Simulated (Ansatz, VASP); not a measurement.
**BAs in VASP and in Ansatz**

```
CELL_PARAMETERS angstrom
0.00000 2.38850 2.38850
2.38850 0.00000 2.38850
2.38850 2.38850 0.00000
ATOMIC_POSITIONS crystal
As 0.75000 0.75000 0.75000
B 0.00000 0.00000 0.00000
```

Alike in both runs: task single point; functional PBE exchange alone; k mesh 10 × 10 × 10; occupations fermi-dirac, width 0.05 eV; no spin polarisation.

|  | VASP | Ansatz |
| --- | --- | --- |
| version | VASP 6.6.1 | Ansatz 0.2.0 |
| potentials or method | VASP PAW PBE potentials, release 64 (As, B) | Ansatz PAW |
| plane-wave cutoff (eV) | 520 | 420 |
| valence electrons in the cell | 8 | 18 |

Ansatz gave:

```
gap on the k mesh at the Fermi level (eV) : 1.41
least direct gap on the mesh (eV)         : 3.35
pressure (GPa)                            : 17.2
```

**Question.** What did VASP give for the same quantities?

**Answer.** gap on the k mesh at the Fermi level (eV): 1.41; least direct gap on the mesh (eV): 3.35; pressure (GPa): 18.0.

VASP's potentials were made for PBE, not for PBE exchange alone. VASP's potentials hold 8 valence electrons a cell and Ansatz's 18, so a difference there can come from the potentials and not from the codes.
